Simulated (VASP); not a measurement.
Input of a VASP 6.6.1 run:

INCAR

```
PREC = Accurate
ENCUT = 910
EDIFF = 1E-6
ISMEAR = 0
SIGMA = 0.1
LREAL = False
LASPH = True
NELM = 120
ALGO = Normal
ISIF = 2
LWAVE = False
LCHARG = False
GGA = PE
NBANDS = 36
GGA_COMPAT = False
```

KPOINTS

```
regular mesh
0
Gamma
  4 4 4
```

The input POSCAR:

```
ScAlC4N4
1.0
    4.1171614200     -5.1650000000      0.0000000000
    4.1171614200      5.1650000000      0.0000000000
   -0.8774020000      0.0000000000      4.0225842300
Sc Al C N
1 1 4 4
Direct
    0.5000000000      0.5000000000      0.0000000000
    0.0000000000      0.0000000000      0.0000000000
    0.1815101600      0.8184898400      0.0000000000
    0.8184898400      0.1815101600      0.0000000000
    0.8184898400      0.8184898400      0.6369796700
    0.1815101600      0.1815101600      0.3630203300
    0.2947725100      0.7052274900      0.0000000000
    0.7052274900      0.2947725100      0.0000000000
    0.7052274900      0.7052274900      0.4104549900
    0.2947725100      0.2947725100      0.5895450100
```

Potentials or basis: VASP PAW PBE potentials, release 64 (Sc_sv, Al, C_h, N_h).

Launch:

```console
$ cat potpaw_PBE.64/Sc_sv/POTCAR potpaw_PBE.64/Al/POTCAR potpaw_PBE.64/C_h/POTCAR potpaw_PBE.64/N_h/POTCAR > POTCAR
$ mpirun -np 1 vasp_std > vasp.out
```

Question: Estimate the largest force.

Answer: 1.865 eV/Å.

Question: What does it give for the pressure?

Answer: 7.2 GPa.

Question: Predict the band gap on the k mesh.

Answer: Zero (bands 25 and 26 overlap by 0.44 eV).

Stress tensor (GPa, compression positive):
```
 3.85  0.00  7.38
 0.00 10.54  0.00
 7.38  0.00  7.30
```

Caveat: the k points lie up to 0.39 Å⁻¹ apart; forces of over 1 eV/Å act on the atoms, so gaps and moduli don't describe the material at rest.
